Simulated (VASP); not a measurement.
## Te2Mo: single point with r2SCAN

Te2Mo:

```
CELL_PARAMETERS angstrom
3.54213 0.00000 0.00000
-1.77107 3.06758 0.00000
0.00000 0.00000 14.03491
ATOMIC_POSITIONS crystal
Mo 0.33333 0.66667 0.25000
Mo 0.66667 0.33333 0.75000
Te 0.66667 0.33333 0.37770
Te 0.66667 0.33333 0.12230
Te 0.33333 0.66667 0.87770
Te 0.33333 0.66667 0.62230
```

This cell differs from its parent crystal: uniaxial z strain -1.0%.

| Item | Value |
| --- | --- |
| Program | VASP 6.6.1 |
| Task | single point |
| Functional | r2SCAN |
| Potentials or basis | VASP PAW PBE potentials, release 64 (Mo_sv, Te) |
| Cutoff | 520 eV |
| k mesh | 12 × 12 × 2 |
| Occupations | gaussian, width 0.01 eV |
| Spin | no spin polarisation |

| Item | Value |
| --- | --- |
| Pressure | 1.6 GPa |
| Band gap on the k mesh | 0.87 eV, indirect (least direct gap 1.08 eV) |

Forces in eV/Å, atoms in the order of the input:
```
Mo   0.000  0.000  0.000
Mo   0.000  0.000  0.000
Te   0.000  0.000 -0.003
Te   0.000  0.000  0.003
Te   0.000  0.000 -0.003
Te   0.000  0.000  0.003
```

Stress tensor (GPa, compression positive):
```
1.44 0.00 0.00
0.00 1.44 0.00
0.00 0.00 1.80
```

Levels at points of the mesh, in eV from the valence-band top:
```
           k point  band 22  band 23  band 24  band 25  band 26  band 27  band 28  band 29  band 30  band 31
(0.00, 0.00, 0.00)    -1.19    -1.19    -1.02    -0.44     0.00     2.93     2.93     3.05     3.05     3.18
(0.50, 0.00, 0.00)    -1.93    -1.06    -1.00    -0.80    -0.53     1.26     1.32     1.53     1.81     2.84
(0.00, 0.00, 0.50)    -1.21    -1.21    -1.21    -0.11    -0.11     2.97     2.97     2.97     2.97     3.32
(0.50, 0.00, 0.50)    -2.03    -1.01    -1.01    -0.66    -0.66     1.29     1.29     1.69     1.69     3.26
```

It took 15 min on 1 thread of Oxide Virtual Turin-like Processor (shared host), peak memory 0.38 GiB.

Caveat: the cell differs from its parent crystal (uniaxial z strain -1.0%); the PAW data sets were made with another functional, which shifts forces and pressure a little; spin-orbit coupling is left out, which moves the levels of the heavy elements. A k mesh can miss the band edges.
